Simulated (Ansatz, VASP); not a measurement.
Two plane-wave programs on SnSe2

```xyz
3
Lattice="3.8178 0.0000 0.0000 -1.9089 3.3063 0.0000 0.0000 0.0000 6.1503" Properties=species:S:1:pos:R:3 pbc="T T T"
Sn    0.0000    0.0000    0.0000
Se    1.9089    1.1021    4.5637
Se    0.0000    2.2042    1.5866
```

Alike in both runs: functional PBEsol; k mesh 9 × 9 × 4; occupations gaussian, width 0.02 eV; no spin polarisation.

Ansatz relaxed the structure, and its values are those at the end. VASP's run is a single point on that final structure, the one shown.

|  | VASP | Ansatz |
| --- | --- | --- |
| version | VASP 6.6.1 | Ansatz 0.2.0 |
| potentials or method | VASP PAW PBE potentials, release 64 (Sn_d, Se), cutoff 500 eV | scalar-relativistic, plane waves, PAW |
| valence electrons in the cell | 26 | 46 |

Ansatz gave:

- gap on the k mesh at the Fermi level (eV): 0.61
- least direct gap on the mesh (eV): 0.99
- pressure (GPa): 0.0
- rms of the force components (eV/Å): 0.000

Question: Estimate VASP's values.

Answer: gap on the k mesh at the Fermi level (eV): 0.60; least direct gap on the mesh (eV): 0.98; pressure (GPa): 0.1; rms of the force components (eV/Å): 0.010.

VASP's potentials were made for PBE, not for PBEsol, and Ansatz warns of the same on its side. VASP's potentials hold 26 valence electrons a cell and Ansatz's 46, so a difference there can come from the potentials and not from the codes.
